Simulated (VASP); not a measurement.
# GaN (I-4m2) in VASP: single point with LDA

Aim: the single point of GaN with LDA.

Program: VASP 6.6.1. These are calculated values, not measurements. Logs are shortened: lines on timing, memory, paths and dates and some standing lists are left out, and cuts for length are marked.

## Step 1: The cell of the first run

It takes space group I-4m2 (No. 119, tetragonal). Conventional cell: a = 3.213 Å, b = 3.213 Å, c = 4.355 Å, α = 90.00°, β = 90.00°, γ = 90.00°. Ga (site symmetry -4m2) has 4 N at 1.94 Å within 2.6 Å. Within 2.6 Å of N (site symmetry -4m2) lie 4 Ga at 1.94 Å.

## Step 2: Single point, LDA (in-plane strain +0.02, then relaxed in part)

INCAR

```
SYSTEM = GaN
PREC = Accurate
ENCUT = 1330
EDIFF = 1E-6
ISMEAR = 0
SIGMA = 0.01
LREAL = .False.
LASPH = .True.
NELM = 120
ALGO = Normal
ISIF = 2
LWAVE = .False.
LCHARG = .True.
LELF = .True.
LVHAR = .True.
NBANDS = 16
GGA_COMPAT = .False.
```

KPOINTS

```
Automatic mesh
0
Gamma
  10 10 10
  0 0 0
```

POSCAR

```
GaN
1.0
    2.2722585891      2.2722585891      0.0000000000
   -2.2722585891      2.2722585891      0.0000000000
    0.0000000000      2.2722585891      2.1774692407
Ga N
1 1
Direct
    0.0000000000      0.0000000000      0.0000000000
    0.2500000000      0.7500000000      0.5000000000
```

Potentials or basis: VASP PAW LDA potentials, release 64 (Ga_d, N_h).

The run is started by

```console
$ cat potpaw_LDA.64/Ga_d/POTCAR potpaw_LDA.64/N_h/POTCAR > POTCAR
$ mpirun -np 1 vasp_std > vasp.out
```

OUTCAR:

```text
SYSTEM = GaN
   PREC = Accurate
   ENCUT = 1330
   EDIFF = 1E-6
   ISMEAR = 0
   LREAL = .False.
   LASPH = .True.
   NELM = 120
   ISIF = 2

 ion  position               nearest neighbor table
   1  0.000  0.000  0.000-   2 1.94   2 1.94   2 1.94   2 1.94
   2  0.250  0.750  0.500-   1 1.94   1 1.94   1 1.94   1 1.94

  LATTYP: Found a body centered tetragonal cell.
 ALAT       =     3.2134589139
 C/A-ratio  =     1.3552183482

  Lattice vectors:

 A1 = (   2.2722585891,   0.0000000000,  -2.1774692407)
 A2 = (  -2.2722585891,   0.0000000000,  -2.1774692407)
 A3 = (   0.0000000000,   2.2722585891,   2.1774692407)

Analysis of symmetry for initial positions (statically):
=====================================================================
 Subroutine PRICEL returns:
 Original cell was already a primitive cell.

 Routine SETGRP: Setting up the symmetry group for a
 body centered tetragonal supercell.

 Subroutine GETGRP returns: Found  8 space group operations
 (whereof  8 operations were pure point group operations)
 out of a pool of 16 trial point group operations.

The static configuration has the point symmetry D_2d.

Analysis of symmetry for dynamics (positions and initial velocities):
=====================================================================
 Subroutine PRICEL returns:
 Original cell was already a primitive cell.

 Routine SETGRP: Setting up the symmetry group for a
 body centered tetragonal supercell.

 Subroutine GETGRP returns: Found  8 space group operations
 (whereof  8 operations were pure point group operations)
 out of a pool of 16 trial point group operations.

The dynamic configuration has the point symmetry D_2d.

 Subroutine INISYM returns: Found  8 space group operations
 (whereof  8 operations are pure point group operations),
 and found     1 'primitive' translations

----------------------------------------------------------------------------------------

                                     Primitive cell

  volume of cell :      22.4852

  direct lattice vectors                    reciprocal lattice vectors
     2.272258589  2.272258589  0.000000000     0.220045378  0.220045378 -0.229624369
    -2.272258589  2.272258589  0.000000000    -0.220045378  0.220045378 -0.229624369
     0.000000000  2.272258589  2.177469241     0.000000000  0.000000000  0.459248738

  length of vectors
     3.213458914  3.213458914  3.147146547     0.386739302  0.386739302  0.459248738

  position of ions in fractional coordinates (direct lattice)
     0.000000000  0.000000000  0.000000000
     0.250000000  0.750000000  0.500000000

  ion indices of the primitive-cell ions
   primitive index   ion index
                 1           1
                 2           2

----------------------------------------------------------------------------------------

 KPOINTS: Automatic mesh

Automatic generation of k-mesh.
 Grid dimensions read from file:
 generate k-points for:   10   10   10

 Generating k-lattice:

  Cartesian coordinates                     Fractional coordinates (reciprocal lattice)
     0.022004538  0.022004538 -0.022962437     0.100000000  0.000000000  0.000000000
    -0.022004538  0.022004538 -0.022962437     0.000000000  0.100000000  0.000000000
     0.000000000  0.000000000  0.045924874     0.000000000  0.000000000  0.100000000

  Length of vectors
     0.038673930  0.038673930  0.045924874

  Shift w.r.t. Gamma in fractional coordinates (k-lattice)
     0.000000000  0.000000000  0.000000000

 Subroutine IBZKPT returns following result:
 ===========================================

 Found    102 irreducible k-points:

 Following reciprocal coordinates:
            Coordinates               Weight
  0.000000  0.000000  0.000000      1.000000
  0.100000  0.000000  0.000000      8.000000
  0.200000  0.000000  0.000000      8.000000
  0.300000  0.000000  0.000000      8.000000
  0.400000  0.000000 -0.000000      8.000000
  0.500000  0.000000 -0.000000      4.000000
[... 16 lines left out ...]
  0.300000  0.300000  0.000000      8.000000
  0.400000  0.300000  0.000000     16.000000
 [... further k-points ...]
   k-points           NKPTS =    102   k-points in BZ     NKDIM =    102   number of bands    NBANDS=     16
   number of dos      NEDOS =    301   number of ions     NIONS =      2
   total plane-waves  NPLWV =  64000
   dimension x,y,z NGX =    40 NGY =   40 NGZ =   40
   dimension x,y,z NGXF=    80 NGYF=   80 NGZF=   80
   ions per type =               1   1
   NGX,Y,Z   is equivalent  to a cutoff of  20.69, 20.69, 21.13 a.u.
   NGXF,Y,Z  is equivalent  to a cutoff of  41.39, 41.39, 42.26 a.u.
 SYSTEM =  GaN
   PREC   = accura    normal or accurate (medium, high low for compatibility)
   ISTART =      0    job   : 0-new  1-cont  2-samecut
   ICHARG =      2    charge: 1-file 2-atom 10-const
   ISPIN  =      1    spin polarized calculation?
   LNONCOLLINEAR =      F non collinear calculations
   LSORBIT =      F    spin-orbit coupling
   LASPH  =      T    aspherical Exc in radial PAW
   ENCUT  = 1330.0 eV  97.75 Ry    9.89 a.u.   9.56  9.56  9.36*2*pi/ulx,y,z
   NELM   =    120;   NELMIN=  2; NELMDL= -5     # of ELM steps
   EDIFF  = 0.1E-05   stopping-criterion for ELM
   LREAL  =      F    real-space projection
   EDIFFG = 0.1E-04   stopping-criterion for IOM
   NSW    =      0    number of steps for IOM
   IBRION =     -1    ionic relax: 0-MD 1-quasi-New 2-CG
   NFREE  =      0    steps in history (QN), initial steepest desc. (CG)
   ISIF   =      2    stress and relaxation
   ISYM   =      2    0-nonsym 1-usesym 2-fastsym
   POTIM  = 0.5000    time-step for ionic-motion
   TEBEG  =    0.0;   TEEND  =   0.0 temperature during run
   PSTRESS=    0.0 pullay stress
   NELECT =      18.0000    total number of electrons
   NUPDOWN=      -1.0000    fix difference up-down
   EMIN   =  10.00;   EMAX   =-10.00  energy-range for DOS
   EFERMI =   0.00;   METHOD = LEGACY
   ISMEAR =     0;   SIGMA  =   0.01  broadening in eV -4-tet -1-fermi 0-gaus
   EFERMI_NEDOS =   21; number of points for ismear=-14 and -15
   IALGO  =     38    algorithm
   IMIX   =      4    mixing-type and parameters
     AMIX     =   0.40;   BMIX     =  1.00
     AMIX_MAG =   1.60;   BMIX_MAG =  1.00
  volume/ion in A,a.u.               =      11.24        75.87
  Fermi-wavevector in a.u.,A,eV,Ry     =   1.520080  2.872535 31.438216  2.310644
  Thomas-Fermi vector in A             =   2.628979
   LORBIT       =      0    0 simple, 1 ext, 2 COOP (PROOUT), +10 PAW based schemes
   GGA     = CA    functional components
   LHFCALC =     F    Hartree Fock is set to
   AEXX    =    0.0000 exact exchange contribution
   IVDW    =     0    specifies the selected vdW correction
   LEPSILON=     F    determine dielectric tensor
   LRPA    =     F    only Hartree local field effects (RPA)
 non-spin polarized calculation
 Gauss-broadening in eV      SIGMA  =   0.01
  energy-cutoff  :     1330.00
  volume of cell :       22.49
 maximum number of plane-waves:      2517
 NGX is ok and might be reduce to    40
   NGX = 19   NGY = 19   NGZ = 19

 number of electron      18.0000000 magnetization

 Free energy of the ion-electron system (eV)
  ---------------------------------------------------
  ext. energy  EPLUGINS =         0.00000000
  ---------------------------------------------------
  free energy    TOTEN  =       -13.93554460 eV

  energy without entropy =      -13.93554460  energy(sigma->0) =      -13.93554460

 E-fermi :   5.7968     XC(G=0): -12.2299

 val. band max:        5.6663126224   @ k =   0.0000   0.0000   0.0000
 cond. band min:       7.4024190742   @ k =   0.0000   0.0000   0.0000
 fundamental gap:      1.7361064518
 Fermi energy:         5.7967861143

 k-point     1 :       0.0000    0.0000    0.0000
  band No.  band energies     occupation
      1     -10.4111      2.00000
      2      -8.0456      2.00000
      3      -8.0456      2.00000
      4      -8.0014      2.00000
      5      -7.6994      2.00000
      6      -7.6942      2.00000
[... 8 lines left out ...]
     15      23.9013      0.00000
     16      23.9013      0.00000

 k-point     2 :       0.1000    0.0000    0.0000
  band No.  band energies     occupation
      1     -10.2953      2.00000
      2      -8.0313      2.00000
      3      -8.0169      2.00000
      4      -7.9770      2.00000
      5      -7.6997      2.00000
      6      -7.6964      2.00000
[... 8 lines left out ...]
     15      22.6903      0.00000
     16      23.7997      0.00000

 k-point     3 :       0.2000    0.0000    0.0000
  band No.  band energies     occupation
      1     -10.0060      2.00000
      2      -7.9987      2.00000
      3      -7.9705      2.00000
      4      -7.8228      2.00000
      5      -7.6961      2.00000
      6      -7.6949      2.00000
[... 8 lines left out ...]
     15      22.0590      0.00000
     16      22.9264      0.00000

 k-point     4 :       0.3000    0.0000    0.0000
  band No.  band energies     occupation
      1      -9.7082      2.00000
      2      -7.9707      2.00000
      3      -7.9391      2.00000
      4      -7.6923      2.00000
      5      -7.6752      2.00000
      6      -7.3896      2.00000
[... 8 lines left out ...]
     15      22.7528      0.00000
     16      23.0295      0.00000
[... 324 lines left out ...]
 k-point    22 :      -0.2000    0.2000    0.0000
  band No.  band energies     occupation
      1      -9.8917      2.00000
      2      -7.9383      2.00000
      3      -7.9093      2.00000
      4      -7.8839      2.00000
      5      -7.6951      2.00000
      6      -7.6614      2.00000
[... 8 lines left out ...]
     15      26.2391      0.00000
     16      26.6396      0.00000

 k-point    23 :       0.3000    0.3000    0.0000
  band No.  band energies     occupation
      1      -9.3893      2.00000
      2      -7.9284      2.00000
      3      -7.8237      2.00000
      4      -7.7278      2.00000
      5      -7.6925      2.00000
      6      -6.0188      2.00000
[... 8 lines left out ...]
     15      23.3918      0.00000
     16      28.0231      0.00000

 k-point    24 :       0.4000    0.3000    0.0000
  band No.  band energies     occupation
      1      -9.3586      2.00000
      2      -7.9174      2.00000
      3      -7.7925      2.00000
      4      -7.7494      2.00000
      5      -7.6671      2.00000
      6      -5.7821      2.00000
[... 8 lines left out ...]
     15      25.3426      0.00000
     16      28.2534      0.00000

 [... further k-points ...]

------------------------ aborting loop because EDIFF is reached ----------------------------------------

  FORCE on cell =-STRESS in cart. coord.  units (eV):
  Direction    XX          YY          ZZ          XY          YZ          ZX
  --------------------------------------------------------------------------------------
  -------------------------------------------------------------------------------------
  Total       -0.5869368     -0.5869368      0.1199439      0.0000000      0.0000000      0.0000000
  in kB      -41.8219585    -41.8219585      8.5465550      0.0000000      0.0000000      0.0000000
  external PRESSURE =     -25.0324540 kB  Pullay stress =       0.0000000 kB

 VOLUME and BASIS-vectors are now :
 -----------------------------------------------------------------------------
  energy-cutoff  :     1330.00
  volume of cell :       22.49
      direct lattice vectors                 reciprocal lattice vectors
     2.272258589  2.272258589  0.000000000     0.220045378  0.220045378 -0.229624369
    -2.272258589  2.272258589  0.000000000    -0.220045378  0.220045378 -0.229624369
     0.000000000  2.272258589  2.177469241     0.000000000  0.000000000  0.459248738

 POSITION                                       TOTAL-FORCE (eV/Angst)
 -----------------------------------------------------------------------------------
      0.00000      0.00000      0.00000        -0.000000      0.000000      0.000000
     -1.13613      3.40839      1.08873         0.000000     -0.000000      0.000000
 -----------------------------------------------------------------------------------
    total drift:                               -0.000000      0.000000     -0.000000

  FREE ENERGIE OF THE ION-ELECTRON SYSTEM (eV)
  ---------------------------------------------------
  free  energy   TOTEN  =       -13.9355446046 eV

  energy  without entropy=      -13.9355446046  energy(sigma->0) =      -13.93554460
```

Wall time 2.3 min (1 thread of AMD EPYC 7R13 (Zen 3), shared host); peak memory 0.28 GiB.

Results:

* Free energy: -13.9355 eV
* Pressure: -2.5 GPa
* Band gap on the k mesh: 1.74 eV

Levels at points of the mesh, in eV from the valence-band top:
| k point | band 5 | band 6 | band 7 | band 8 | band 9 | band 10 | band 11 | band 12 | band 13 | band 14 |
| --- | --- | --- | --- | --- | --- | --- | --- | --- | --- | --- |
| (0.00, 0.00, 0.00) | -13.37 | -13.36 | -0.19 | -0.19 | 0.00 | 1.74 | 10.03 | 10.15 | 10.15 | 17.43 |
| (0.50, 0.00, 0.00) | -13.30 | -11.98 | -7.35 | -1.28 | -0.97 | 4.50 | 8.57 | 9.86 | 10.56 | 15.38 |
| (0.50, 0.50, 0.00) | -13.29 | -11.58 | -6.55 | -2.81 | -2.79 | 3.23 | 6.70 | 11.30 | 13.40 | 14.38 |
| (0.00, 0.00, 0.50) | -13.27 | -11.34 | -6.08 | -3.13 | -3.13 | 2.96 | 6.00 | 11.91 | 13.66 | 13.66 |

Caveat: the cell differs from its parent crystal (in-plane strain +0.02, then relaxed in part); the stress differs along the axes, from -4 to 1 GPa.
